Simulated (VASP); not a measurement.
# Al (P1) in VASP: single point with PBE

Aim: the single point of Al with PBE.

Program: VASP 6.6.1. These are calculated values, not measurements. Logs are shortened: lines on timing, memory, paths and dates and some standing lists are left out, and cuts for length are marked.

**1. The cell of the first run**

The typed cell holds 8 atoms: a = 5.732 Å, b = 5.753 Å, c = 5.692 Å, α = 60.13°, β = 59.47°, γ = 59.99°.

**2. Single point, PBE (atoms moved at random and the cell strained at random)**

File INCAR:

```
ALGO     = Fast           # electronic algorithm
EDIFF    = 1E-6           # SCF threshold, eV
ENCUT    = 520            # plane-wave cutoff, eV
GGA      = PE             # functional
ISIF     = 2              # what is computed and relaxed
ISMEAR   = 0              # smearing method
LASPH    = True           # aspherical terms in the spheres
LCHARG   = False          # write CHGCAR
LREAL    = False          # projectors in reciprocal space
LWAVE    = False          # write WAVECAR
NBANDS   = 22             # bands
NELM     = 60             # most SCF steps
PREC     = Accurate       # precision mode
SIGMA    = 0.15           # smearing width, eV
```

File KPOINTS:

```
k-points
0
Gamma
  10 10 10
```

File POSCAR:

```
Al
1.0
   -4.0476938646      4.0579298333      0.0132586815
   -4.0792619809     -0.0183094348      4.0568543068
   -0.0299021571      4.0412863577      4.0086427150
Al
8
Direct
   -0.0129344143     -0.0030961020      0.0212855602
    0.5177922663     -0.0092208793      0.0081374027
    0.0152859215      0.5229978759     -0.0364327589
   -0.0110767657     -0.0105085154      0.5019911134
    0.4932290286      0.4849966023     -0.0056700084
    0.4940813592      0.0018423944      0.4907906691
   -0.0067910257      0.4984358743      0.5234313241
    0.5104136302      0.5145527498      0.4964666978
```

Potentials or basis: VASP PAW PBE potentials, release 64 (Al).

Command:

```console
$ cat potpaw_PBE.64/Al/POTCAR > POTCAR
$ mpirun -np 1 vasp_std > vasp.out
```

OUTCAR:

```text
EDIFF = 1E-6
   ENCUT = 520
   GGA = PE
   ISIF = 2
   ISMEAR = 0
   LASPH = True
   LREAL = False
   NELM = 60
   PREC = Accurate

 ion  position               nearest neighbor table
   1  0.987  0.997  0.021-   4 2.72   6 2.73   2 2.75   3 2.82   5 2.83   7 2.87   7 2.87   5 2.93
                             6 2.94   3 2.96   4 2.97   2 2.99
   2  0.518  0.991  0.008-   6 2.71   5 2.74   1 2.75   8 2.77   4 2.77   3 2.78   4 2.90   8 2.97
                             3 2.98   6 2.98   1 2.99   5 3.02
   3  0.015  0.523  0.964-   7 2.65   4 2.67   5 2.73   8 2.73   2 2.78   1 2.82   8 2.94   1 2.96
                             2 2.98   5 3.02   7 3.06   4 3.08
   4  0.989  0.989  0.502-   3 2.67   1 2.72   7 2.75   2 2.77   6 2.83   8 2.87   8 2.89   6 2.90
                             2 2.90   1 2.97   7 3.00   3 3.08
   5  0.493  0.485  0.994-   8 2.71   3 2.73   2 2.74   7 2.76   6 2.81   1 2.83   7 2.92   1 2.93
                             6 2.93   8 3.00   3 3.02   2 3.02
   6  0.494  0.002  0.491-   2 2.71   1 2.73   8 2.74   5 2.81   4 2.83   7 2.87   7 2.88   4 2.90
                             5 2.93   1 2.94   2 2.98   8 3.01
   7  0.993  0.498  0.523-   3 2.65   4 2.75   5 2.76   8 2.80   1 2.87   6 2.87   1 2.87   6 2.88
                             5 2.92   8 2.94   4 3.00   3 3.06
   8  0.510  0.515  0.496-   5 2.71   3 2.73   6 2.74   2 2.77   7 2.80   4 2.87   4 2.89   7 2.94
                             3 2.94   2 2.97   5 3.00   6 3.01

  LATTYP: Found a triclinic cell.
 ALAT       =     5.6922847768
 B/A-ratio  =     1.0068999730
 C/A-ratio  =     1.0073467825
 COS(alpha) =     0.0025055775
 COS(beta)  =     0.4930013466
 COS(gamma) =     0.5079875961

  Lattice vectors:

 A1 = (   0.0299021571,  -4.0412863577,  -4.0086427150)
 A2 = (   4.0476938646,  -4.0579298333,  -0.0132586815)
 A3 = (  -4.0493598238,  -4.0595957925,   0.0482115918)

Analysis of symmetry for initial positions (statically):
=====================================================================
 Subroutine PRICEL returns:
 Original cell was already a primitive cell.

 Routine SETGRP: Setting up the symmetry group for a
 triclinic supercell.

 Subroutine GETGRP returns: Found  1 space group operations
 (whereof  1 operations were pure point group operations)
 out of a pool of  2 trial point group operations.

The static configuration has the point symmetry C_1 .

Analysis of symmetry for dynamics (positions and initial velocities):
=====================================================================
 Subroutine PRICEL returns:
 Original cell was already a primitive cell.

 Routine SETGRP: Setting up the symmetry group for a
 triclinic supercell.

 Subroutine GETGRP returns: Found  1 space group operations
 (whereof  1 operations were pure point group operations)
 out of a pool of  2 trial point group operations.

The dynamic configuration has the point symmetry C_1 .

 Subroutine INISYM returns: Found  1 space group operations
 (whereof  1 operations are pure point group operations),
 and found     1 'primitive' translations

----------------------------------------------------------------------------------------

                                     Primitive cell

  volume of cell :     132.3043

  direct lattice vectors                    reciprocal lattice vectors
    -4.047693865  4.057929833  0.013258681    -0.124472929  0.122679255 -0.124606767
    -4.079261981 -0.018309435  4.056854307    -0.122544820 -0.122636679  0.122721234
    -0.029902157  4.041286358  4.008642715     0.124430353  0.123705855  0.125675943

  length of vectors
     5.731561388  5.753153953  5.692284777     0.214640528  0.212408778  0.215825146

  position of ions in fractional coordinates (direct lattice)
     0.987065586  0.996903898  0.021285560
     0.517792266  0.990779121  0.008137403
     0.015285922  0.522997876  0.963567241
     0.988923234  0.989491485  0.501991113
     0.493229029  0.484996602  0.994329992
     0.494081359  0.001842394  0.490790669
     0.993208974  0.498435874  0.523431324
     0.510413630  0.514552750  0.496466698

  ion indices of the primitive-cell ions
   primitive index   ion index
                 1           1
                 2           2
                 3           3
                 4           4
                 5           5
                 6           6
                 7           7
                 8           8

----------------------------------------------------------------------------------------

 KPOINTS: k-points

Automatic generation of k-mesh.
 Grid dimensions read from file:
 generate k-points for:   10   10   10

 Generating k-lattice:

  Cartesian coordinates                     Fractional coordinates (reciprocal lattice)
    -0.012447293  0.012267926 -0.012460677     0.100000000 -0.000000000 -0.000000000
    -0.012254482 -0.012263668  0.012272123    -0.000000000  0.100000000 -0.000000000
     0.012443035  0.012370585  0.012567594     0.000000000  0.000000000  0.100000000

  Length of vectors
     0.021464053  0.021240878  0.021582515

  Shift w.r.t. Gamma in fractional coordinates (k-lattice)
     0.000000000  0.000000000  0.000000000

 Subroutine IBZKPT returns following result:
 ===========================================

 Found    504 irreducible k-points:

 Following reciprocal coordinates:
            Coordinates               Weight
  0.000000  0.000000  0.000000      1.000000
  0.100000  0.000000  0.000000      2.000000
  0.200000  0.000000  0.000000      2.000000
  0.300000  0.000000  0.000000      2.000000
  0.400000  0.000000  0.000000      2.000000
  0.500000  0.000000  0.000000      1.000000
[... 16 lines left out ...]
 -0.400000  0.200000 -0.000000      2.000000
 -0.300000  0.200000  0.000000      2.000000
 [... further k-points ...]
   k-points           NKPTS =    504   k-points in BZ     NKDIM =    504   number of bands    NBANDS=     22
   number of dos      NEDOS =    301   number of ions     NIONS =      8
   total plane-waves  NPLWV =  96768
   dimension x,y,z NGX =    48 NGY =   48 NGZ =   42
   dimension x,y,z NGXF=    96 NGYF=   96 NGZF=   84
   ions per type =               8
   NGX,Y,Z   is equivalent  to a cutoff of  13.92, 13.87, 12.27 a.u.
   NGXF,Y,Z  is equivalent  to a cutoff of  27.85, 27.74, 24.53 a.u.
 SYSTEM =  unknown system
   PREC   = accura    normal or accurate (medium, high low for compatibility)
   ISTART =      0    job   : 0-new  1-cont  2-samecut
   ICHARG =      2    charge: 1-file 2-atom 10-const
   ISPIN  =      1    spin polarized calculation?
   LNONCOLLINEAR =      F non collinear calculations
   LSORBIT =      F    spin-orbit coupling
   LASPH  =      T    aspherical Exc in radial PAW
   ENCUT  =  520.0 eV  38.22 Ry    6.18 a.u.  10.66 10.70 10.58*2*pi/ulx,y,z
   NELM   =     60;   NELMIN=  2; NELMDL= -5     # of ELM steps
   EDIFF  = 0.1E-05   stopping-criterion for ELM
   LREAL  =      F    real-space projection
   EDIFFG = 0.1E-04   stopping-criterion for IOM
   NSW    =      0    number of steps for IOM
   IBRION =     -1    ionic relax: 0-MD 1-quasi-New 2-CG
   NFREE  =      0    steps in history (QN), initial steepest desc. (CG)
   ISIF   =      2    stress and relaxation
   ISYM   =      2    0-nonsym 1-usesym 2-fastsym
   POTIM  = 0.5000    time-step for ionic-motion
   TEBEG  =    0.0;   TEEND  =   0.0 temperature during run
   PSTRESS=    0.0 pullay stress
   NELECT =      24.0000    total number of electrons
   NUPDOWN=      -1.0000    fix difference up-down
   EMIN   =  10.00;   EMAX   =-10.00  energy-range for DOS
   EFERMI =   0.00;   METHOD = LEGACY
   ISMEAR =     0;   SIGMA  =   0.15  broadening in eV -4-tet -1-fermi 0-gaus
   EFERMI_NEDOS =   21; number of points for ismear=-14 and -15
   IALGO  =     68    algorithm
   IMIX   =      4    mixing-type and parameters
     AMIX     =   0.40;   BMIX     =  1.00
     AMIX_MAG =   1.60;   BMIX_MAG =  1.00
  volume/ion in A,a.u.               =      16.54       111.60
  Fermi-wavevector in a.u.,A,eV,Ry     =   0.926731  1.751269 11.685108  0.858831
  Thomas-Fermi vector in A             =   2.052725
   LORBIT       =      0    0 simple, 1 ext, 2 COOP (PROOUT), +10 PAW based schemes
   GGA     = PE    functional components
   LHFCALC =     F    Hartree Fock is set to
   AEXX    =    0.0000 exact exchange contribution
   IVDW    =     0    specifies the selected vdW correction
   LEPSILON=     F    determine dielectric tensor
   LRPA    =     F    only Hartree local field effects (RPA)
 non-spin polarized calculation
 RMM-DIIS sequential band-by-band and
 Gauss-broadening in eV      SIGMA  =   0.15
  energy-cutoff  :      520.00
  volume of cell :      132.30
 maximum number of plane-waves:      3591
 NGX is ok and might be reduce to    48
   NGX = 21   NGY = 21   NGZ = 21

 number of electron      24.0000000 magnetization

 Free energy of the ion-electron system (eV)
  ---------------------------------------------------
  ext. energy  EPLUGINS =         0.00000000
  ---------------------------------------------------
  free energy    TOTEN  =       -29.63354661 eV

  energy without entropy =      -29.59360195  energy(sigma->0) =      -29.61357428

 E-fermi :   7.9916     XC(G=0): -10.1791

 val. band max:        7.9904713111   @ k =   0.4000   0.3000   0.1000
 cond. band min:       7.9925472372   @ k =   0.1000  -0.2000   0.2000
 fundamental gap:      0.0020759261
 Fermi energy:         7.9915896340

 k-point     1 :       0.0000    0.0000    0.0000
  band No.  band energies     occupation
      1      -3.1826      2.00000
      2       2.8711      2.00000
      3       3.0643      2.00000
      4       3.2175      2.00000
      5       3.3931      2.00000
      6       3.5262      2.00000
[... 14 lines left out ...]
     21      13.5028      0.00000
     22      13.5480      0.00000
[... 552 lines left out ...]
  band No.  band energies     occupation
      1      -2.0511      2.00000
      2      -0.2684      2.00000
      3       0.6189      2.00000
      4       2.3777      2.00000
      5       2.4655      2.00000
      6       4.0783      2.00000
[... 14 lines left out ...]
     21      12.5672      0.00000
     22      12.8090      0.00000

 [... further k-points ...]

------------------------ aborting loop because EDIFF is reached ----------------------------------------

  FORCE on cell =-STRESS in cart. coord.  units (eV):
  Direction    XX          YY          ZZ          XY          YZ          ZX
  --------------------------------------------------------------------------------------
  -------------------------------------------------------------------------------------
  Total        0.7707503      1.2010361      0.9605477      0.1106940      0.8043979      0.3313931
  in kB        9.3336231     14.5442937     11.6320298      1.3404809      9.7410885      4.0131004
  external PRESSURE =      11.8366489 kB  Pullay stress =       0.0000000 kB

 VOLUME and BASIS-vectors are now :
 -----------------------------------------------------------------------------
  energy-cutoff  :      520.00
  volume of cell :      132.30
      direct lattice vectors                 reciprocal lattice vectors
    -4.047693865  4.057929833  0.013258681    -0.124472929  0.122679255 -0.124606767
    -4.079261981 -0.018309435  4.056854307    -0.122544820 -0.122636679  0.122721234
    -0.029902157  4.041286358  4.008642715     0.124430353  0.123705855  0.125675943

 POSITION                                       TOTAL-FORCE (eV/Angst)
 -----------------------------------------------------------------------------------
     -8.06261      4.07321      4.14271        -0.570836      0.135701     -0.383807
     -6.13776      2.11591      4.05893         0.438168     -0.721182     -0.234796
     -2.22413      3.94650      5.98453         0.833052      0.644968      0.337414
     -8.05426      6.02355      6.03964        -0.697096     -0.216885      0.324440
     -4.00460      6.01098      5.96001        -0.326244      0.280939      0.732962
     -2.02208      3.98834      1.98143         0.117405      0.223919      0.736554
     -6.06911      6.13658      4.13350         0.003684     -0.206251     -0.763339
     -4.17984      4.06817      4.08439         0.201866     -0.141209     -0.749427
 -----------------------------------------------------------------------------------
    total drift:                               -0.000001     -0.000001     -0.000007

  FREE ENERGIE OF THE ION-ELECTRON SYSTEM (eV)
  ---------------------------------------------------
  free  energy   TOTEN  =       -29.6335466083 eV

  energy  without entropy=      -29.5936019547  energy(sigma->0) =      -29.61357428
```

Run time: 38 min. Hardware: 1 thread of Intel Xeon 8259CL, shared host; peak memory 1 GiB.

What came out:

- Free energy: -29.6335 eV
- Pressure: 1.2 GPa
- Largest force: 1.106 eV/Å
- Band gap on the k mesh: zero (bands 12 and 13 overlap by 2.93 eV)

Forces on the atoms (eV/Å):
```
Al  -0.571  0.136 -0.384
Al   0.438 -0.721 -0.235
Al   0.833  0.645  0.337
Al  -0.697 -0.217  0.324
Al  -0.326  0.281  0.733
Al   0.117  0.224  0.737
Al   0.004 -0.206 -0.763
Al   0.202 -0.141 -0.749
```

Stress tensor (GPa, compression positive):
```
0.93 0.13 0.40
0.13 1.45 0.97
0.40 0.97 1.16
```

Levels at points of the mesh, in eV from the Fermi level:
| k point | band 9 | band 10 | band 11 | band 12 | band 13 | band 14 | band 15 | band 16 |
| --- | --- | --- | --- | --- | --- | --- | --- | --- |
| (0.00, 0.00, 0.00) | -3.92 | -3.02 | -2.95 | -2.81 | -1.71 | -1.63 | -1.52 | 4.96 |
| (0.50, 0.00, 0.00) | -1.01 | -0.96 | -0.82 | -0.77 | -0.59 | -0.50 | 3.23 | 3.36 |
| (0.00, 0.50, 0.00) | -0.97 | -0.94 | -0.84 | -0.73 | -0.69 | -0.62 | 2.99 | 3.19 |
| (0.50, 0.50, 0.00) | -0.74 | -0.61 | 0.04 | 0.12 | 0.72 | 1.04 | 1.10 | 1.11 |
| (0.00, 0.00, 0.50) | -0.98 | -0.97 | -0.79 | -0.77 | -0.56 | -0.51 | 3.31 | 3.41 |
| (0.50, 0.00, 0.50) | -0.79 | -0.69 | 0.12 | 0.15 | 0.58 | 1.02 | 1.07 | 1.14 |
| (0.00, 0.50, 0.50) | -0.71 | -0.57 | 0.08 | 0.14 | 0.84 | 0.96 | 1.06 | 1.25 |
| (0.50, 0.50, 0.50) | -1.00 | -0.92 | -0.86 | -0.72 | -0.67 | -0.54 | 3.12 | 3.19 |

Caveat: the cell differs from its parent crystal (atoms moved at random and the cell strained at random); forces of over 1 eV/Å act on the atoms, so gaps and moduli don't describe the material at rest.
